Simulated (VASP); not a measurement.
# BP (zinc blende) (F-43m) in VASP: a series of runs, part 2 of 2

VASP 6.6.1.

## (4) Single point, PBE

This run uses another cell than the first one, of 11.66 Å³/atom, 1.190 times its volume.

INCAR reads:

```
SYSTEM = BP
PREC = Accurate
ENCUT = 500
EDIFF = 1E-6
ISMEAR = 0
SIGMA = 0.01
LREAL = .FALSE.
LASPH = .TRUE.
NELM = 120
ALGO = Normal
ISIF = 2
LWAVE = .FALSE.
LCHARG = .TRUE.
GGA = PE
LELF = .TRUE.
LVHAR = .TRUE.
NBANDS = 11
GGA_COMPAT = .FALSE.
```

KPOINTS reads:

```
regular mesh
0
G
  10 10 10
  0 0 0
```

POSCAR reads:

```
BP
1.0
    0.0000000000      2.2675000000      2.2675000000
    2.2675000000      0.0000000000      2.2675000000
    2.2675000000      2.2675000000      0.0000000000
B P
1 1
Direct
    0.0000000000      0.0000000000      0.0000000000
    0.2500000000      0.2500000000      0.2500000000
```

Potentials or basis: VASP PAW PBE potentials, release 64 (B, P).

On the command line:

```console
$ cat potpaw_PBE.64/B/POTCAR potpaw_PBE.64/P/POTCAR > POTCAR
$ mpirun -np 1 vasp_std > vasp.out
```

OUTCAR:

```text
SYSTEM = BP
   PREC = Accurate
   ENCUT = 500
   EDIFF = 1E-6
   ISMEAR = 0
   LREAL = .FALSE.
   LASPH = .TRUE.
   NELM = 120
   ISIF = 2
   GGA = PE

 ion  position               nearest neighbor table
   1  0.000  0.000  0.000-   2 1.96   2 1.96   2 1.96   2 1.96
   2  0.250  0.250  0.250-   1 1.96   1 1.96   1 1.96   1 1.96

  LATTYP: Found a face centered cubic cell.
 ALAT       =     4.5350000000

  Lattice vectors:

 A1 = (   0.0000000000,   2.2675000000,   2.2675000000)
 A2 = (   2.2675000000,   0.0000000000,   2.2675000000)
 A3 = (   2.2675000000,   2.2675000000,   0.0000000000)

Analysis of symmetry for initial positions (statically):
=====================================================================
 Subroutine PRICEL returns:
 Original cell was already a primitive cell.

 Routine SETGRP: Setting up the symmetry group for a
 face centered cubic supercell.

 Subroutine GETGRP returns: Found 24 space group operations
 (whereof 24 operations were pure point group operations)
 out of a pool of 48 trial point group operations.

The static configuration has the point symmetry T_d .

Analysis of symmetry for dynamics (positions and initial velocities):
=====================================================================
 Subroutine PRICEL returns:
 Original cell was already a primitive cell.

 Routine SETGRP: Setting up the symmetry group for a
 face centered cubic supercell.

 Subroutine GETGRP returns: Found 24 space group operations
 (whereof 24 operations were pure point group operations)
 out of a pool of 48 trial point group operations.

The dynamic configuration has the point symmetry T_d .

 Subroutine INISYM returns: Found 24 space group operations
 (whereof 24 operations are pure point group operations),
 and found     1 'primitive' translations

----------------------------------------------------------------------------------------

                                     Primitive cell

  volume of cell :      23.3170

[... 115 lines left out ...]
   AEXX    =    0.0000 exact exchange contribution
   IVDW    =     0    specifies the selected vdW correction
   LEPSILON=     F    determine dielectric tensor
   LRPA    =     F    only Hartree local field effects (RPA)
 non-spin polarized calculation
 Gauss-broadening in eV      SIGMA  =   0.01
  energy-cutoff  :      500.00
  volume of cell :       23.32
 maximum number of plane-waves:       609
   NGX = 11   NGY = 11   NGZ = 11

 number of electron       8.0000000 magnetization

 Free energy of the ion-electron system (eV)
  ---------------------------------------------------
  ext. energy  EPLUGINS =         0.00000000
  ---------------------------------------------------
  free energy    TOTEN  =       -12.92984050 eV

  energy without entropy =      -12.92984050  energy(sigma->0) =      -12.92984050

 E-fermi :   7.5944     XC(G=0): -10.9158

 val. band max:        7.4564255702   @ k =   0.0000   0.0000   0.0000
 cond. band min:       8.6929785495   @ k =   0.4000   0.4000   0.0000
 fundamental gap:      1.2365529793
 Fermi energy:         7.5943847050

 k-point     1 :       0.0000    0.0000    0.0000
  band No.  band energies     occupation
      1      -8.0217      2.00000
      2       7.4564      2.00000
      3       7.4564      2.00000
      4       7.4564      2.00000
      5      10.8600      0.00000
      6      10.8600      0.00000
      7      10.8600      0.00000
      8      14.8610      0.00000
      9      18.9825      0.00000
     10      19.5907      0.00000
     11      19.5907      0.00000
[... 309 lines left out ...]
 k-point    24 :       0.4000    0.3000    0.0000
  band No.  band energies     occupation
      1      -5.0769      2.00000
      2       1.2921      2.00000
      3       3.4007      2.00000
      4       3.9350      2.00000
      5       9.2665      0.00000
      6      11.0791      0.00000
      7      16.9505      0.00000
      8      16.9567      0.00000
      9      21.4807      0.00000
     10      22.7298      0.00000
     11      24.5434      0.00000

 [... further k-points ...]

------------------------ aborting loop because EDIFF is reached ----------------------------------------

  FORCE on cell =-STRESS in cart. coord.  units (eV):
  Direction    XX          YY          ZZ          XY          YZ          ZX
  --------------------------------------------------------------------------------------
  -------------------------------------------------------------------------------------
  Total        0.1786188      0.1786188      0.1786188      0.0000000      0.0000000      0.0000000
  in kB       12.2734264     12.2734264     12.2734264      0.0000000      0.0000000      0.0000000
  external PRESSURE =      12.2734264 kB  Pullay stress =       0.0000000 kB

 VOLUME and BASIS-vectors are now :
 -----------------------------------------------------------------------------
  energy-cutoff  :      500.00
  volume of cell :       23.32
      direct lattice vectors                 reciprocal lattice vectors
     0.000000000  2.267500000  2.267500000    -0.220507166  0.220507166  0.220507166
     2.267500000  0.000000000  2.267500000     0.220507166 -0.220507166  0.220507166
     2.267500000  2.267500000  0.000000000     0.220507166  0.220507166 -0.220507166

 POSITION                                       TOTAL-FORCE (eV/Angst)
 -----------------------------------------------------------------------------------
      0.00000      0.00000      0.00000         0.000000      0.000000      0.000000
      1.13375      1.13375      1.13375        -0.000000     -0.000000     -0.000000
 -----------------------------------------------------------------------------------
    total drift:                                0.000000      0.000000      0.000000

  FREE ENERGIE OF THE ION-ELECTRON SYSTEM (eV)
  ---------------------------------------------------
  free  energy   TOTEN  =       -12.9298404960 eV

  energy  without entropy=      -12.9298404960  energy(sigma->0) =      -12.92984050
```

OSZICAR:

```text
N       E                     dE             d eps       ncg     rms          rms(c)
DAV:   1     0.974888897141E+01    0.97489E+01   -0.38997E+03  1034   0.639E+02
DAV:   2    -0.129973145456E+02   -0.22746E+02   -0.21701E+02  1379   0.109E+02
DAV:   3    -0.136388970995E+02   -0.64158E+00   -0.63959E+00  1302   0.159E+01
DAV:   4    -0.136415704395E+02   -0.26733E-02   -0.26732E-02  1165   0.120E+00
DAV:   5    -0.136415839329E+02   -0.13493E-04   -0.13493E-04  1282   0.869E-02    0.723E+00
DAV:   6    -0.130285655990E+02    0.61302E+00   -0.13960E+00  1169   0.511E+00    0.390E+00
DAV:   7    -0.129371497029E+02    0.91416E-01   -0.23502E-01  1280   0.241E+00    0.133E+00
DAV:   8    -0.129293093163E+02    0.78404E-02   -0.26704E-02  1224   0.933E-01    0.194E-01
DAV:   9    -0.129296320516E+02   -0.32274E-03   -0.71381E-04  1210   0.180E-01    0.124E-01
DAV:  10    -0.129298287764E+02   -0.19672E-03   -0.24712E-04  1160   0.987E-02    0.282E-02
DAV:  11    -0.129298395258E+02   -0.10749E-04   -0.11621E-05  1326   0.225E-02    0.336E-02
DAV:  12    -0.129298404960E+02   -0.97023E-06   -0.46124E-06  1157   0.105E-02
   1 F= -.12929840E+02 E0= -.12929840E+02  d E =-.371779E-87
```

Wall time 7 s (1 thread of AMD EPYC 9R45 (Zen 5), shared host); peak memory 0.1 GiB.

What came out:

| Quantity | Value |
| --- | --- |
| Free energy | -12.9298 eV |
| Pressure | 1.2 GPa |
| Band gap on the k mesh | 1.24 eV, indirect (least direct gap 3.40 eV) |

A k mesh can miss the band edges. A hybrid or GW would open this gap; PBE tends to underestimate it.

## (5) Summary

| cell | gap on the mesh (eV) | pressure (GPa) |
| --- | --- | --- |
| a = 3.026 Å, angles 60.0°, 2 atoms | 0.95 | 41.4 |
| a = 3.163 Å, angles 60.0°, 2 atoms | 1.18 | 8.6 |
| a = 3.207 Å, angles 60.0°, 2 atoms | 1.24 | 1.2 |

Alike in all rows: task single point; level PBE; potentials or basis VASP PAW PBE potentials, release 64 (B, P); no spin polarisation; k mesh 10 × 10 × 10; cutoff (eV) 500; smearing gaussian 0.01 eV.

Total energies depend on the potentials used, so only differences within one code and one set of settings carry meaning.
